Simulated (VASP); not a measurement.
# Pt12CO in VASP: single point with PBE

Aim: the single point of Pt12CO with PBE.

Program: VASP 6.6.1. These are calculated values, not measurements. Logs are shortened: lines on timing, memory, paths and dates and some standing lists are left out, and cuts for length are marked.

### Step 1. The cell of the first run

The cell holds a slab with vacuum, 14 atoms: a = 5.538 Å, b = 5.538 Å, c = 23.672 Å, α = 90.00°, β = 90.00°, γ = 120.00°.

### Step 2. Single point, PBE

Input file INCAR:

```
SYSTEM = Pt12CO
  PREC = Accurate
  ENCUT = 520
  EDIFF = 1E-6
  ISMEAR = -1
  SIGMA = 0.05
  LREAL = .FALSE.
  LASPH = .TRUE.
  NELM = 100
  ALGO = Normal
  ISIF = 2
  LWAVE = .FALSE.
  LCHARG = .FALSE.
  LDIPOL = .TRUE.
  IDIPOL = 3
  DIPOL = 0.5 0.5 0.462
  GGA = PE
  NBANDS = 78
```

Input file KPOINTS:

```
Automatic mesh
0
G
  6 6 1
  0 0 0
```

Input file POSCAR:

```
Pt12CO
1.0
    5.5377774675      0.0000000000      0.0000000000
   -2.7688887338      4.7958559674      0.0000000000
    0.0000000000      0.0000000000     23.6715763682
Pt C O
12 1 1
Direct
    0.3333333333      0.1666666667      0.3379580589
    0.3333333333      0.6666666667      0.3379580589
    0.8333333333      0.1666666667      0.3379580589
    0.8333333333      0.6666666667      0.3379580589
    0.6666666667      0.3333333333      0.4334645072
    0.6666666667      0.8333333333      0.4334645072
    0.1666666667      0.3333333333      0.4334645072
    0.1666666667      0.8333333333      0.4334645072
    0.0000000000      0.5000000000      0.5289709554
    0.0000000000      0.0000000000      0.5289709554
    0.5000000000      0.5000000000      0.5289709554
    0.5000000000      0.0000000000      0.5289709554
    0.1666666667      0.3333333333      0.6603521508
    0.1666666667      0.3333333333      0.6117706799
```

Potentials or basis: VASP PAW PBE potentials, release 64 (Pt, C, O).

Run with:

```bash
$ cat potpaw_PBE.64/Pt/POTCAR potpaw_PBE.64/C/POTCAR potpaw_PBE.64/O/POTCAR > POTCAR
$ mpirun -np 1 vasp_std > vasp.out
```

OUTCAR:

```text
SYSTEM = Pt12CO
   PREC = Accurate
   ENCUT = 520
   EDIFF = 1E-6
   ISMEAR = -1
   LREAL = .FALSE.
   LASPH = .TRUE.
   NELM = 100
   ISIF = 2
   GGA = PE

 ion  position               nearest neighbor table
   1  0.333  0.167  0.338-   3 2.77   3 2.77   4 2.77   4 2.77   2 2.77   2 2.77   7 2.77   5 2.77
                             8 2.77
   2  0.333  0.667  0.338-   4 2.77   4 2.77   3 2.77   3 2.77   1 2.77   1 2.77   8 2.77   6 2.77
                             7 2.77
   3  0.833  0.167  0.338-   1 2.77   1 2.77   2 2.77   2 2.77   4 2.77   4 2.77   5 2.77   7 2.77
                             6 2.77
   4  0.833  0.667  0.338-   2 2.77   2 2.77   1 2.77   1 2.77   3 2.77   3 2.77   6 2.77   8 2.77
                             5 2.77
   5  0.667  0.333  0.433-   9 2.77  12 2.77  11 2.77   7 2.77   7 2.77   8 2.77   8 2.77   6 2.77
                             6 2.77   3 2.77   1 2.77   4 2.77
   6  0.667  0.833  0.433-  10 2.77  11 2.77  12 2.77   8 2.77   8 2.77   7 2.77   7 2.77   5 2.77
                             5 2.77   4 2.77   2 2.77   3 2.77
   7  0.167  0.333  0.433-  11 2.77  10 2.77   9 2.77   5 2.77   5 2.77   6 2.77   6 2.77   8 2.77
                             8 2.77   1 2.77   3 2.77   2 2.77
   8  0.167  0.833  0.433-  12 2.77   9 2.77  10 2.77   6 2.77   6 2.77   5 2.77   5 2.77   7 2.77
                             7 2.77   2 2.77   4 2.77   1 2.77
   9  0.000  0.500  0.529-  14 2.53   5 2.77   8 2.77   7 2.77  11 2.77  11 2.77  12 2.77  12 2.77
                            10 2.77  10 2.77
  10  0.000  0.000  0.529-  14 2.53   6 2.77   7 2.77   8 2.77  12 2.77  12 2.77  11 2.77  11 2.77
                             9 2.77   9 2.77
  11  0.500  0.500  0.529-  14 2.53   7 2.77   6 2.77   5 2.77   9 2.77   9 2.77  10 2.77  10 2.77
                            12 2.77  12 2.77
  12  0.500  0.000  0.529-   8 2.77   5 2.77   6 2.77  10 2.77  10 2.77   9 2.77   9 2.77  11 2.77
                            11 2.77
  13  0.167  0.333  0.660-  14 1.15
  14  0.167  0.333  0.612-  13 1.15  11 2.53  10 2.53   9 2.53

  LATTYP: Found a hexagonal cell.
 ALAT       =     5.5377774675
 C/A-ratio  =     4.2745625853

  Lattice vectors:

 A1 = (   5.5377774675,   0.0000000000,   0.0000000000)
 A2 = (  -2.7688887338,   4.7958559674,   0.0000000000)
 A3 = (   0.0000000000,   0.0000000000,  23.6715763682)

Analysis of symmetry for initial positions (statically):
=====================================================================
 Subroutine PRICEL returns:
 Original cell was already a primitive cell.

 Routine SETGRP: Setting up the symmetry group for a
 hexagonal supercell.

 Subroutine GETGRP returns: Found  6 space group operations
 (whereof  2 operations were pure point group operations)
 out of a pool of 24 trial point group operations.

The static configuration has the point symmetry C_1h.
 The point group associated with its full space group is C_3v.

Analysis of symmetry for dynamics (positions and initial velocities):
=====================================================================
 Subroutine PRICEL returns:
 Original cell was already a primitive cell.

 Routine SETGRP: Setting up the symmetry group for a
 hexagonal supercell.

 Subroutine GETGRP returns: Found  6 space group operations
 (whereof  2 operations were pure point group operations)
 out of a pool of 24 trial point group operations.

The dynamic configuration has the point symmetry C_1h.
 The point group associated with its full space group is C_3v.

 Subroutine INISYM returns: Found  6 space group operations
 (whereof  2 operations are pure point group operations),
 and found     1 'primitive' translations

----------------------------------------------------------------------------------------

                                     Primitive cell

  volume of cell :     628.6788

  direct lattice vectors                    reciprocal lattice vectors
     5.537777467  0.000000000  0.000000000     0.180577859  0.104256676  0.000000000
    -2.768888734  4.795855967  0.000000000     0.000000000  0.208513351  0.000000000
     0.000000000  0.000000000 23.671576368     0.000000000  0.000000000  0.042244757

  length of vectors
     5.537777467  5.537777468 23.671576368     0.208513351  0.208513351  0.042244757

  position of ions in fractional coordinates (direct lattice)
     0.333333333  0.166666667  0.337958059
     0.333333333  0.666666667  0.337958059
[... 52 lines left out ...]
 ===========================================

 Found      7 irreducible k-points:

 Following reciprocal coordinates:
            Coordinates               Weight
  0.000000  0.000000  0.000000      1.000000
  0.166667  0.000000  0.000000      6.000000
  0.333333  0.000000  0.000000      6.000000
  0.500000  0.000000  0.000000      3.000000
  0.166667  0.166667  0.000000      6.000000
  0.333333  0.166667  0.000000     12.000000
  0.333333  0.333333  0.000000      2.000000
   k-points           NKPTS =      7   k-points in BZ     NKDIM =      7   number of bands    NBANDS=     78
   number of dos      NEDOS =    301   number of ions     NIONS =     14
   total plane-waves  NPLWV = 317520
   dimension x,y,z NGX =    42 NGY =   42 NGZ =  180
   dimension x,y,z NGXF=    84 NGYF=   84 NGZF=  360
   ions per type =              12   1   1
   NGX,Y,Z   is equivalent  to a cutoff of  12.61, 12.61, 12.64 a.u.
   NGXF,Y,Z  is equivalent  to a cutoff of  25.22, 25.22, 25.28 a.u.
 SYSTEM =  Pt12CO
   PREC   = accura    normal or accurate (medium, high low for compatibility)
   ISTART =      0    job   : 0-new  1-cont  2-samecut
   ICHARG =      2    charge: 1-file 2-atom 10-const
   ISPIN  =      1    spin polarized calculation?
   LNONCOLLINEAR =      F non collinear calculations
   LSORBIT =      F    spin-orbit coupling
   LASPH  =      T    aspherical Exc in radial PAW
   ENCUT  =  520.0 eV  38.22 Ry    6.18 a.u.  10.30 10.30 44.01*2*pi/ulx,y,z
   NELM   =    100;   NELMIN=  2; NELMDL= -5     # of ELM steps
   EDIFF  = 0.1E-05   stopping-criterion for ELM
   LREAL  =      F    real-space projection
   EDIFFG = 0.1E-04   stopping-criterion for IOM
   NSW    =      0    number of steps for IOM
   IBRION =     -1    ionic relax: 0-MD 1-quasi-New 2-CG
   NFREE  =      0    steps in history (QN), initial steepest desc. (CG)
   ISIF   =      2    stress and relaxation
   ISYM   =      2    0-nonsym 1-usesym 2-fastsym
   POTIM  = 0.5000    time-step for ionic-motion
   TEBEG  =    0.0;   TEEND  =   0.0 temperature during run
   PSTRESS=    0.0 pullay stress
   NELECT =     130.0000    total number of electrons
   NUPDOWN=      -1.0000    fix difference up-down
   EMIN   =  10.00;   EMAX   =-10.00  energy-range for DOS
   EFERMI =   0.00;   METHOD = LEGACY
   ISMEAR =    -1;   SIGMA  =   0.05  broadening in eV -4-tet -1-fermi 0-gaus
   EFERMI_NEDOS =   21; number of points for ismear=-14 and -15
   IALGO  =     38    algorithm
   IMIX   =      4    mixing-type and parameters
     AMIX     =   0.40;   BMIX     =  1.00
     AMIX_MAG =   1.60;   BMIX_MAG =  1.00
  volume/ion in A,a.u.               =      44.91       303.04
  Fermi-wavevector in a.u.,A,eV,Ry     =   0.968084  1.829413 12.751196  0.937186
  Thomas-Fermi vector in A             =   2.098024
   LORBIT       =      0    0 simple, 1 ext, 2 COOP (PROOUT), +10 PAW based schemes
   GGA     = PE    functional components
   LHFCALC =     F    Hartree Fock is set to
   AEXX    =    0.0000 exact exchange contribution
   IVDW    =     0    specifies the selected vdW correction
   LEPSILON=     F    determine dielectric tensor
   LRPA    =     F    only Hartree local field effects (RPA)
 non-spin polarized calculation
  energy-cutoff  :      520.00
  volume of cell :      628.68
 maximum number of plane-waves:     16991
 NGX is ok and might be reduce to    42
   NGX = 21   NGY = 21   NGZ = 89

 dipolmoment           0.000000      0.000000      0.019081 electrons x Angstroem

 number of electron     130.0000008 magnetization

 dipolmoment           0.000000      0.000000     -0.066940 electrons x Angstroem

 Free energy of the ion-electron system (eV)
  ---------------------------------------------------
  ext. energy  EPLUGINS =         0.00000000
  ---------------------------------------------------
  free energy    TOTEN  =       -82.00090358 eV

  energy without entropy =      -81.76063178  energy(sigma->0) =      -81.88076768

 E-fermi :  -0.4414     XC(G=0):  -5.0582

 val. band max:       -0.4458341630   @ k =   0.1667   0.0000   0.0000
 cond. band min:      -0.4299837967   @ k =   0.3333   0.0000   0.0000
 fundamental gap:      0.0158503662
 Fermi energy:        -0.4413928334

 k-point     1 :       0.0000    0.0000    0.0000
  band No.  band energies     occupation
      1     -25.1299      2.00000
      2     -11.1473      2.00000
      3      -9.6431      2.00000
      4      -7.9050      2.00000
      5      -7.9050      2.00000
      6      -7.8339      2.00000
[... 549 lines left out ...]
     76       2.2785      0.00000
     77       4.6741      0.00000
 [bands above 77 left out]

------------------------ aborting loop because EDIFF is reached ----------------------------------------

 vacuum level on the upper side and lower side of the slab       (xc-potential included)        -0.231         0.215

  FORCE on cell =-STRESS in cart. coord.  units (eV):
  Direction    XX          YY          ZZ          XY          YZ          ZX
  --------------------------------------------------------------------------------------
  -------------------------------------------------------------------------------------
  Total       -4.8796996     -4.8796996     15.0824102      0.0000000      0.0000000      0.0000000
  in kB      -12.4358323    -12.4358323     38.4372686      0.0000000      0.0000000      0.0000000
  external PRESSURE =       4.5218680 kB  Pullay stress =       0.0000000 kB

 VOLUME and BASIS-vectors are now :
 -----------------------------------------------------------------------------
  energy-cutoff  :      520.00
  volume of cell :      628.68
      direct lattice vectors                 reciprocal lattice vectors
     5.537777467  0.000000000  0.000000000     0.180577859  0.104256676  0.000000000
    -2.768888734  4.795855967  0.000000000     0.000000000  0.208513351  0.000000000
     0.000000000  0.000000000 23.671576368     0.000000000  0.000000000  0.042244757

 POSITION                                       TOTAL-FORCE (eV/Angst)
 -----------------------------------------------------------------------------------
      1.38444      0.79931      8.00000        -0.004580      0.002644     -0.515563
     -0.00000      3.19724      8.00000         0.000000     -0.005288     -0.515563
      4.15333      0.79931      8.00000         0.004580      0.002644     -0.515563
      2.76889      3.19724      8.00000        -0.000000     -0.000000     -0.512719
      2.76889      1.59862     10.26079        -0.000000      0.015674     -0.024398
      1.38444      3.99655     10.26079         0.013574     -0.007837     -0.024398
      0.00000      1.59862     10.26079        -0.000000     -0.000000     -0.171463
     -1.38444      3.99655     10.26079        -0.013574     -0.007837     -0.024398
     -1.38444      2.39793     12.52158        -0.563313      0.325229     -0.149916
      0.00000      0.00000     12.52158         0.000000     -0.650457     -0.149916
      1.38444      2.39793     12.52158         0.563313      0.325229     -0.149916
      2.76889      0.00000     12.52158        -0.000000     -0.000000      0.459267
      0.00000      1.59862     15.63158        -0.000000     -0.000000      0.810407
      0.00000      1.59862     14.48158         0.000000     -0.000000      1.484136
 -----------------------------------------------------------------------------------
    total drift:                                0.000000      0.000000      0.000589

  FREE ENERGIE OF THE ION-ELECTRON SYSTEM (eV)
  ---------------------------------------------------
  free  energy   TOTEN  =       -82.0009035772 eV

  energy  without entropy=      -81.7606317797  energy(sigma->0) =      -81.88076768

 vacuum level on the upper side and lower side of the slab         4.876         5.332
```

It took 31 min on 1 thread of AMD EPYC, shared host; peak memory 0.77 GiB.

Results:

```
Free energy            : -82.0009 eV
Largest force          : 1.484 eV/Å
Band gap on the k mesh : zero (bands 65 and 66 overlap by 0.79 eV)
```

Forces in eV/Å, atoms in the order of the input:
```
Pt  -0.005  0.003 -0.516
Pt   0.000 -0.005 -0.516
Pt   0.005  0.003 -0.516
Pt   0.000  0.000 -0.513
Pt   0.000  0.016 -0.024
Pt   0.014 -0.008 -0.024
Pt   0.000  0.000 -0.171
Pt  -0.014 -0.008 -0.024
Pt  -0.563  0.325 -0.150
Pt   0.000 -0.650 -0.150
Pt   0.563  0.325 -0.150
Pt   0.000  0.000  0.459
C    0.000  0.000  0.810
O    0.000  0.000  1.484
```

Caveat: spin-orbit coupling is left out, which moves the levels of the heavy elements.
